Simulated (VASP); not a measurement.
# Al2Pt (Fm-3m) in VASP: notebook, part 3 of 3

VASP 6.6.1.

## 4. Single point, PBE, non-collinear spin, zero start, spin-orbit coupling

INCAR reads:

```
SYSTEM = Al2Pt
PREC     = Accurate       ! precision mode
ENCUT    = 500            ! plane-wave cutoff, eV
EDIFF    = 1E-6           ! SCF threshold, eV
ISMEAR   = -1             ! smearing method
SIGMA    = 0.05           ! smearing width, eV
LREAL    = .FALSE.        ! projectors in reciprocal space
LASPH    = .TRUE.         ! aspherical terms in the spheres
NELM     = 200            ! most SCF steps
ALGO     = Normal         ! electronic algorithm
ISIF     = 2              ! what is computed and relaxed
LWAVE    = .FALSE.        ! write WAVECAR
LCHARG   = .FALSE.        ! write CHGCAR
MAGMOM   = 0 0 0 0 0 0 0 0 0 ! initial moments
LORBIT   = 11             ! projections on sites
LSORBIT  = .TRUE.         ! spin-orbit coupling
GGA_COMPAT= .FALSE.      
LORBMOM  = .TRUE.       
LMAXMIX  = 4              ! l up to which the mixer works
GGA      = PE             ! functional
NBANDS   = 37             ! bands
```

KPOINTS reads:

```
regular mesh
0
G
  8 8 8
  0 0 0
```

POSCAR reads:

```
Al2Pt
1.0
    0.0000000000      2.9550000000      2.9550000000
    2.9550000000      0.0000000000      2.9550000000
    2.9550000000      2.9550000000      0.0000000000
Pt Al
1 2
Direct
    0.0000000000      0.0000000000      0.0000000000
    0.7500000000      0.7500000000      0.7500000000
    0.2500000000      0.2500000000      0.2500000000
```

Potentials or basis: VASP PAW PBE potentials, release 64 (Pt_sv_GW, Al).

Started as:

```bash
$ cat potpaw_PBE.64/Pt_sv_GW/POTCAR potpaw_PBE.64/Al/POTCAR > POTCAR
$ mpirun -np 1 vasp_ncl > vasp.out
```

OUTCAR:

```text
SYSTEM = Al2Pt
   PREC = Accurate
   ENCUT = 500
   EDIFF = 1E-6
   ISMEAR = -1
   LREAL = .FALSE.
   LASPH = .TRUE.
   NELM = 200
   ISIF = 2
   LORBIT = 11
   LSORBIT = .TRUE.
   GGA = PE

 ion  position               nearest neighbor table
   1  0.000  0.000  0.000-   2 2.56   2 2.56   2 2.56   2 2.56   3 2.56   3 2.56   3 2.56   3 2.56

   2  0.750  0.750  0.750-   1 2.56   1 2.56   1 2.56   1 2.56   3 2.96   3 2.96   3 2.96   3 2.96
                             3 2.96   3 2.96
   3  0.250  0.250  0.250-   1 2.56   1 2.56   1 2.56   1 2.56   2 2.96   2 2.96   2 2.96   2 2.96
                             2 2.96   2 2.96

  LATTYP: Found a face centered cubic cell.
 ALAT       =     5.9100000000

  Lattice vectors:

 A1 = (   0.0000000000,   2.9550000000,   2.9550000000)
 A2 = (   2.9550000000,   0.0000000000,   2.9550000000)
 A3 = (   2.9550000000,   2.9550000000,   0.0000000000)

Analysis of symmetry for initial positions (statically):
=====================================================================
 Subroutine PRICEL returns:
 Original cell was already a primitive cell.

 Routine SETGRP: Setting up the symmetry group for a
 face centered cubic supercell.

 Subroutine GETGRP returns: Found 48 space group operations
 (whereof 48 operations were pure point group operations)
 out of a pool of 48 trial point group operations.

The static configuration has the point symmetry O_h .

Analysis of symmetry for dynamics (positions and initial velocities):
=====================================================================
 Subroutine PRICEL returns:
 Original cell was already a primitive cell.

 Routine SETGRP: Setting up the symmetry group for a
 face centered cubic supercell.

 Subroutine GETGRP returns: Found 48 space group operations
 (whereof 48 operations were pure point group operations)
 out of a pool of 48 trial point group operations.

The dynamic configuration has the point symmetry O_h .

Analysis of structural, dynamic, and magnetic symmetry:
=====================================================================
 Subroutine PRICEL returns:
 Original cell was already a primitive cell.

 Routine SETGRP: Setting up the symmetry group for a
 face centered cubic supercell.

 Subroutine GETGRP returns: Found 48 space group operations
 (whereof 48 operations were pure point group operations)
 out of a pool of 48 trial point group operations.

The overall configuration has the point symmetry O_h .

 Subroutine INISYM returns: Found 48 space group operations
 (whereof 48 operations are pure point group operations),
 and found     1 'primitive' translations

----------------------------------------------------------------------------------------

                                     Primitive cell

  volume of cell :      51.6063

  direct lattice vectors                    reciprocal lattice vectors
     0.000000000  2.955000000  2.955000000    -0.169204738  0.169204738  0.169204738
     2.955000000  0.000000000  2.955000000     0.169204738 -0.169204738  0.169204738
     2.955000000  2.955000000  0.000000000     0.169204738  0.169204738 -0.169204738

  length of vectors
     4.179001077  4.179001077  4.179001077     0.293071203  0.293071203  0.293071203

  position of ions in fractional coordinates (direct lattice)
[... 1085 lines left out ...]
  in kB       13.0970415     13.0970415     13.0970415      0.0000000      0.0000000     -0.0000000
  external PRESSURE =      13.0970415 kB  Pullay stress =       0.0000000 kB

 VOLUME and BASIS-vectors are now :
 -----------------------------------------------------------------------------
  energy-cutoff  :      500.00
  volume of cell :       51.61
      direct lattice vectors                 reciprocal lattice vectors
     0.000000000  2.955000000  2.955000000    -0.169204738  0.169204738  0.169204738
     2.955000000  0.000000000  2.955000000     0.169204738 -0.169204738  0.169204738
     2.955000000  2.955000000  0.000000000     0.169204738  0.169204738 -0.169204738

 POSITION                                       TOTAL-FORCE (eV/Angst)
 -----------------------------------------------------------------------------------
      0.00000      0.00000      0.00000        -0.000000      0.000000      0.000000
      4.43250      4.43250      4.43250         0.000000     -0.000000     -0.000000
      1.47750      1.47750      1.47750        -0.000000     -0.000000     -0.000000
 -----------------------------------------------------------------------------------
    total drift:                               -0.000000     -0.000000     -0.000000

  FREE ENERGIE OF THE ION-ELECTRON SYSTEM (eV)
  ---------------------------------------------------
  free  energy   TOTEN  =       -18.3848773598 eV

  energy  without entropy=      -18.3763660917  energy(sigma->0) =      -18.38062173

 orbital moment (x)

 # of ion     p       d       f       tot
 ------------------------------------------------
  1         0.000  -0.000   0.000  -0.000
  2        -0.000   0.000   0.000  -0.000
  3        -0.000   0.000   0.000  -0.000
 ------------------------------------------------
           -0.000  -0.000   0.000  -0.000

 orbital moment (y)

 # of ion     p       d       f       tot
 ------------------------------------------------
  1         0.000  -0.000   0.000  -0.000
  2         0.000   0.000   0.000   0.000
  3         0.000   0.000   0.000   0.000
 ------------------------------------------------
            0.000  -0.000   0.000   0.000

 orbital moment (z)

 # of ion     p       d       f       tot
 ------------------------------------------------
  1         0.000   0.000   0.000   0.000
  2         0.000   0.000   0.000   0.000
  3         0.000   0.000   0.000   0.000
 ------------------------------------------------
            0.000   0.000   0.000   0.000

 Spin-Orbit-Coupling matrix elements

 Ion:    1  E_soc:     -4.3518044
 l=   1
     0.0000000    -0.6497730    -0.6497730
    -0.6497730     0.0000000    -0.6497730
    -0.6497730    -0.6497730     0.0000000
 l=   2
     0.0000000    -0.0148729     0.0000000    -0.0148729    -0.0606549
    -0.0148729     0.0000000    -0.0454912    -0.0148729    -0.0151637
     0.0000000    -0.0454912     0.0000000    -0.0454912     0.0000000
    -0.0148729    -0.0148729    -0.0454912     0.0000000    -0.0151637
    -0.0606549    -0.0151637     0.0000000    -0.0151637     0.0000000
 l=   3
     0.0000000    -0.0000001     0.0000000     0.0000000     0.0000000     0.0000001     0.0000003
    -0.0000001     0.0000000    -0.0000001     0.0000000    -0.0000001    -0.0000002    -0.0000001
     0.0000000    -0.0000001     0.0000000     0.0000005    -0.0000000    -0.0000003     0.0000000
     0.0000000     0.0000000     0.0000005     0.0000000     0.0000005     0.0000000     0.0000000
[... 29 lines left out ...]
 l=   2
     0.0000000     0.0000000     0.0000000     0.0000000     0.0000000
     0.0000000     0.0000000     0.0000000     0.0000000     0.0000000
     0.0000000     0.0000000     0.0000000     0.0000000     0.0000000
     0.0000000     0.0000000     0.0000000     0.0000000     0.0000000
     0.0000000     0.0000000     0.0000000     0.0000000     0.0000000
 l=   3
     0.0000000     0.0000000     0.0000000     0.0000000     0.0000000     0.0000000     0.0000000
     0.0000000     0.0000000     0.0000000     0.0000000     0.0000000     0.0000000     0.0000000
     0.0000000     0.0000000     0.0000000     0.0000000     0.0000000     0.0000000     0.0000000
     0.0000000     0.0000000     0.0000000     0.0000000     0.0000000     0.0000000     0.0000000
     0.0000000     0.0000000     0.0000000     0.0000000     0.0000000     0.0000000     0.0000000
     0.0000000     0.0000000     0.0000000     0.0000000     0.0000000     0.0000000     0.0000000
     0.0000000     0.0000000     0.0000000     0.0000000     0.0000000     0.0000000     0.0000000

 total charge

# of ion       s       p       d       f       tot
--------------------------------------------------
    1        5.089   6.136   7.522   0.004  18.752
    2        0.401   0.363   0.000   0.000   0.764
    3        0.401   0.363   0.000   0.000   0.764
--------------------------------------------------
tot          5.891   6.862   7.522   0.004  20.279

 magnetization (x)

# of ion       s       p       d       f       tot
--------------------------------------------------
    1        0.000  -0.000   0.000   0.000  -0.000
    2       -0.000   0.000   0.000   0.000  -0.000
    3        0.000   0.000   0.000   0.000   0.000
--------------------------------------------------
tot          0.000  -0.000   0.000   0.000  -0.000

 magnetization (y)

# of ion       s       p       d       f       tot
--------------------------------------------------
    1        0.000  -0.000   0.000  -0.000  -0.000
    2       -0.000   0.000   0.000   0.000  -0.000
    3        0.000   0.000   0.000   0.000   0.000
--------------------------------------------------
tot         -0.000  -0.000   0.000  -0.000  -0.000

 magnetization (z)

# of ion       s       p       d       f       tot
--------------------------------------------------
    1        0.000  -0.000   0.000   0.000   0.000
    2        0.000  -0.000   0.000   0.000  -0.000
    3        0.000   0.000   0.000   0.000   0.000
--------------------------------------------------
tot          0.000  -0.000   0.000   0.000  -0.000
```

Wall time 89 s (1 thread of AMD EPYC 9R45 (Zen 5), shared host); peak memory 0.29 GiB.

Results:

```yaml
Free_energy: -18.3849 eV
Pressure: 1.3 GPa
Net_moment: 0.00 μB per cell
Valence_electrons_inside_the_program's_atomic_spheres: Pt 18.75; Al 0.76
```

Moments on the atoms (μB; x, y, z):
```
Pt  0.00 0.00 0.00
Al  0.00 0.00 0.00
Al  0.00 0.00 0.00
```

## 5. Overview

```csv
task,level,potentials or basis,spin,cell,cutoff (eV),second run,gap on the mesh (eV),pressure (GPa)
relaxation of cell and atoms,PBEsol,"VASP PAW PBE potentials, release 64 (Pt, Al)",off,relaxed to 20 GPa,600,-,none,20.0
relaxation of cell and atoms,PBEsol,"VASP PAW PBE potentials, release 64 (Pt, Al)",off,relaxed to 30 GPa,600,-,none,30.0
single point,PBE,"VASP PAW PBE potentials, release 64 (Pt_sv_GW, Al)","non-collinear, zero start, SOC",as given,500,valence_matched,-,1.3
```

Alike in all rows: k mesh 8 × 8 × 8; smearing fermi-dirac 0.05 eV.

Caveats: the cell is relaxed towards a set pressure, so the enthalpy falls and the energy may rise (some runs); the PAW data sets were made with another functional, which shifts forces and pressure a little (some runs); spin-orbit coupling is left out, which moves the levels of the heavy elements (some runs).

Absolute energies hang on the potentials; compare differences alone.
